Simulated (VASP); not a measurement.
Write the native input for VASP 6.6.1 that does the following.

* Task: single point
* Functional: PBE
* Potentials or basis: VASP PAW PBE potentials, release 64 (Si, Mo_sv, N)
* Cutoff: 520 eV
* k mesh: 8 × 8 × 1
* Occupations: gaussian, width 0.1 eV
* Spin: no spin polarisation
* Dipole correction: yes
* Further INCAR settings: ALGO = Normal; EDIFF = 1e-06; NBANDS = 34

The structure of Si4Mo2N lies in POSCAR:

```
Si4Mo2N
1.0
    3.2169717285      0.0000000000      0.0000000000
    0.0000000000      3.2169717285      0.0000000000
    0.0000000000      0.0000000000     21.8787970046
Si Mo N
4 2 1
Direct
    0.0000000000      0.0000000000      0.1828254085
    0.0000000000      0.0000000000      0.3015081460
    0.5000000000      0.5000000000      0.3593659936
    0.5000000000      0.5000000000      0.4743769505
    0.5000000000      0.5000000000      0.2421667772
    0.0000000000      0.0000000000      0.4192862006
    0.7500000000      1.0000000000      0.5054083365
```

These files were run (other wordings do the same):

INCAR

```
SYSTEM = Si4Mo2N
ALGO     = Normal         ! electronic algorithm
DIPOL    = 0.5 0.5 0.355
EDIFF    = 1E-6           ! SCF threshold, eV
ENCUT    = 520            ! plane-wave cutoff, eV
GGA      = PE             ! functional
IDIPOL   = 3            
ISIF     = 2              ! what is computed and relaxed
ISMEAR   = 0              ! smearing method
LASPH    = .TRUE.         ! aspherical terms in the spheres
LCHARG   = .TRUE.         ! write CHGCAR
LDIPOL   = .TRUE.       
LELF     = .TRUE.         ! ELF
LREAL    = .FALSE.        ! projectors in reciprocal space
LVACPOTAV= .TRUE.       
LVHAR    = .TRUE.       
LWAVE    = .FALSE.        ! write WAVECAR
NBANDS   = 34             ! bands
NELM     = 60             ! most SCF steps
PREC     = Accurate       ! precision mode
SIGMA    = 0.1            ! smearing width, eV
```

KPOINTS

```
k-points
0
G
  8 8 1
  0 0 0
```

Potentials or basis: VASP PAW PBE potentials, release 64 (Si, Mo_sv, N).

Launch:

```bash
$ cat potpaw_PBE.64/Si/POTCAR potpaw_PBE.64/Mo_sv/POTCAR potpaw_PBE.64/N/POTCAR > POTCAR
$ mpirun -np 1 vasp_std > vasp.out
```

It gave:

```yaml
Largest_force: 2.848 eV/Å
Band_gap_on_the_k_mesh: zero (an odd number of electrons rules out a gap without spin polarisation)
```

Wall time 3.1 min on 1 thread of AMD EPYC 9R45 96-Core Processor (Zen 5), with other jobs on the host, peak memory 0.36 GiB.
